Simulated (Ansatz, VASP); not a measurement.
One calculation of Y, two programs

INCAR

```
AGGAC = 1.0 ; AGGAX = 1.0
ALDAC = 0.0 ; ALDAX = 1.0
ALGO = Normal ; EDIFF = 1E-6
EDIFFG = -0.01 ; ENCUT = 600
GGA = B5 ; IBRION = 2
ISIF = 3 ; ISMEAR = -1
LASPH = True ; LCHARG = False
LREAL = False ; LWAVE = False
NELM = 100 ; NSW = 80
PREC = Accurate ; SIGMA = 0.1
```

File KPOINTS:

```
k-points
0
Gamma
  11 11 11
```

Contents of POSCAR:

```
Y
1.0
    0.0000000000      2.5461215815      2.5461215815
    2.5461215815      0.0000000000      2.5461215815
    2.5461215815      2.5461215815      0.0000000000
Y
1
Direct
    0.0000000000      0.0000000000      0.0000000000
```

Input for Ansatz:

```yaml
crystal:
  lattice:
    - [0.0, 2.5461215815, 2.5461215815]
    - [2.5461215815, 0.0, 2.5461215815]
    - [2.5461215815, 2.5461215815, 0.0]
  atoms:
    - { symbol: "Y", position: [0.0, 0.0, 0.0] }
hamiltonian:
  xc: blyp
  pseudopotentials:
    kind: paw
    azcp:
      "Y": "pseudopotentials/Y.paw.azcp"
basis:
  ecutwfc: 420
  fft_grid_basis: typed
kpoints:
  mp_grid: { grid: [11, 11, 11], shift: [0, 0, 0] }
magnetization:
  spin_polarized: false
scf:
  occupations: { method: fermi_dirac, width: 0.1 }
relax:
  max_steps: 60
  f_tol: 0.01
  cell: {}
output:
  write_density: true
  write_potential: true
  elf: true
  volumetric_format: npy
```

Alike in both runs: task relaxation of cell and atoms; functional BLYP; k mesh 11 × 11 × 11; occupations fermi-dirac, width 0.1 eV; no spin polarisation.

```csv
,VASP,Ansatz
version,VASP 6.6.1,Ansatz 0.2.0
potentials or method,"VASP PAW PBE potentials, release 64 (Y_sv), cutoff 600 eV","plane waves (420 eV) with PAW, scalar-relativistic"
valence electrons in the cell,11,11
```

Ansatz gave:

```
relaxed volume (Å³/atom)                                     : 33.47
relaxed cell length with the largest relative difference (Å) : 3.617
```

**Question.** Estimate VASP's values.

**Answer.** Relaxed volume (Å³/atom): 33.40; relaxed cell length with the largest relative difference (Å): 3.615.

VASP's potentials were made for PBE, not for BLYP.
